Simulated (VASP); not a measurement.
## Au: single point with PBEsol

Au:

```xyz
1
Lattice="-1.6076 1.6076 1.6821 1.6076 -1.6076 1.6821 1.6076 1.6076 -1.6821" Properties=species:S:1:pos:R:3 pbc="T T T"
Au    0.0000    0.0000    0.0000
```

This cell differs from its parent crystal: strain -0.030 along x and y, +0.015 along z.

| Quantity | Value |
| --- | --- |
| Program | VASP 6.6.1 |
| Task | single point |
| Functional | PBEsol |
| Potentials or basis | VASP PAW PBE potentials, release 64 (Au) |
| Cutoff | 520 eV |
| k mesh | 20 × 20 × 20 |
| Occupations | gaussian, width 0.15 eV |
| Spin | no spin polarisation |

- Pressure: -3.5 GPa

Stress tensor (GPa, compression positive):
```
-3.57  0.00  0.00
 0.00 -3.57  0.00
 0.00  0.00 -3.34
```

Levels at points of the mesh, in eV from the Fermi level:
```csv
k point,band 4,band 5,band 6,band 7,band 8,band 9
"(0.00, 0.00, 0.00)",-4.58,-3.06,-2.74,15.98,16.73,16.73
"(0.50, 0.00, 0.00)",-2.67,-1.42,-0.71,3.30,12.54,14.07
"(0.50, 0.50, 0.00)",-2.58,-1.35,-0.45,3.67,11.90,13.05
"(0.50, 0.50, 0.50)",-1.73,-1.73,5.37,6.65,6.65,9.34
```

It took 52 s on 1 thread of Intel(R) Xeon(R) Platinum 8488C (Sapphire Rapids), with other jobs on the host, peak memory 0.25 GiB.

Caveat: the cell differs from its parent crystal (strain -0.030 along x and y, +0.015 along z); the PAW data sets were made with another functional, which shifts forces and pressure a little; spin-orbit coupling is left out, which moves the levels of the heavy elements.
